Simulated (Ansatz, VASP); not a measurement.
One calculation of BP, two programs

```
CELL_PARAMETERS angstrom
0.00000 2.27342 2.27342
2.27342 0.00000 2.27342
2.27342 2.27342 0.00000
ATOMIC_POSITIONS crystal
B 0.00000 0.00000 0.00000
P 0.75000 0.75000 0.75000
```

Alike in both runs: functional PBE; k mesh 8 × 8 × 8; occupations gaussian, width 0.1 eV; no spin polarisation.

Ansatz relaxed the structure, and its values are those at the end. VASP's run is a single point on that final structure, the one shown.

|  | VASP | Ansatz |
| --- | --- | --- |
| version | VASP 6.6.1 | Ansatz 0.2.0 |
| potentials or method | VASP PAW PBE potentials, release 64 (B, P), cutoff 520 eV | scalar-relativistic, plane waves, PAW |
| valence electrons in the cell | 8 | 8 |

VASP gave:

- gap on the k mesh at the Fermi level (eV): 1.28
- least direct gap on the mesh (eV): 3.39
- pressure (GPa): 0.0

Q: Estimate Ansatz's values.

A: gap on the k mesh at the Fermi level (eV): 1.28; least direct gap on the mesh (eV): 3.40; pressure (GPa): 0.2.

With one functional, cell and mesh, what is left measures potentials, basis and numerics.
